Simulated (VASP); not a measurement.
Here is a VASP 6.6.1 calculation.

POSCAR

```
ZrC
1.0
    3.2763560236      0.0000000000      0.0000000000
   -1.6381780118      2.8374075482      0.0000000000
    0.0000000000      0.0000000000      2.9341243319
Zr C
1 1
Direct
    0.0000000000      0.0000000000      0.0000000000
    0.6666666667      0.3333333333      0.5000000000
```

The input INCAR.step1:

```
SYSTEM = ZrC
  PREC = Accurate
  ENCUT = 520
  ISMEAR = 0
  SIGMA = 0.05
  LREAL = .FALSE.
  LASPH = .TRUE.
  NELM = 80
  NBANDS = 15
  GGA = PE
  ALGO = Normal
  EDIFF = 1E-4
  LWAVE = .TRUE.
  LCHARG = .FALSE.
```

File INCAR.step2:

```
SYSTEM = ZrC
  PREC = Accurate
  ENCUT = 520
  EDIFF = 1E-6
  ISMEAR = 0
  SIGMA = 0.05
  LREAL = .FALSE.
  LASPH = .TRUE.
  NELM = 80
  ALGO = Normal
  ISIF = 2
  LWAVE = .FALSE.
  LCHARG = .FALSE.
  METAGGA = R2SCAN
  LMIXTAU = .TRUE.
  NBANDS = 15
  ISTART = 1
```

Contents of KPOINTS:

```
Automatic mesh
0
G
  12 12 12
  0 0 0
```

Potentials or basis: VASP PAW PBE potentials, release 64 (Zr_sv, C).

The run is started by

```sh
$ cat potpaw_PBE.64/Zr_sv/POTCAR potpaw_PBE.64/C/POTCAR > POTCAR
$ cp INCAR.step1 INCAR
$ mpirun -np 1 vasp_std > vasp.out
$ cp INCAR.step2 INCAR
$ mpirun -np 1 vasp_std > vasp.out
```

Problem. Predict the band gap on the k mesh.

Solution. Zero (band 8 reaches 9.21 eV, above the bottom of band 9 at 8.87 eV).

Problem. What does it give for the pressure?

Solution. -0.4 GPa.

Caveat: the PAW data sets were made with another functional, which shifts forces and pressure a little.
